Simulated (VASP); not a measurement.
Set up this calculation in VASP 6.6.1, as the native input.

```
Task                   : single point
Functional             : PBEsol
Potentials or basis    : VASP PAW PBE potentials, release 64 (Sn_d)
Cutoff                 : 520 eV
k mesh                 : 11 × 11 × 11
Occupations            : fermi-dirac, width 0.05 eV
Spin                   : no spin polarisation
Dipole correction      : no
Further INCAR settings : ALGO = Fast; EDIFF = 1e-06; NBANDS = 13
```

The structure of Sn lies in POSCAR:

```
Sn
1.0
   -1.6657680000      1.7656330000      2.2958090000
    1.7444190000     -1.7990580000      2.3792620000
    1.6823800000      1.8152120000     -2.3211890000
Sn
1
Direct
   -0.0049540000     -0.0116520000     -0.0033020000
```

This cell differs from its parent crystal: the cell strained at random.

The input as run:

INCAR

```
PREC = Accurate
ENCUT = 520
EDIFF = 1E-6
ISMEAR = -1
SIGMA = 0.05
LREAL = False
LASPH = True
NELM = 80
ALGO = Fast
ISIF = 2
LWAVE = False
LCHARG = False
GGA = PS
NBANDS = 13
```

KPOINTS

```
Automatic mesh
0
Gamma
  11 11 11
```

Potentials or basis: VASP PAW PBE potentials, release 64 (Sn_d).

Command:

```sh
$ cat potpaw_PBE.64/Sn_d/POTCAR > POTCAR
$ mpirun -np 1 vasp_std > vasp.out
```

It gave:

| Quantity | Value |
| --- | --- |
| Pressure | -3.6 GPa |
| Band gap on the k mesh | zero (bands 7 and 8 overlap by 8.57 eV) |

Caveat: the cell differs from its parent crystal (the cell strained at random); the cell stands under tension; the PAW data sets were made with another functional, which shifts forces and pressure a little; spin-orbit coupling is left out, which moves the levels of the heavy elements.

It took 5.8 min on 1 thread of Intel Xeon 8259CL, with other jobs on the host, peak memory 0.34 GiB.
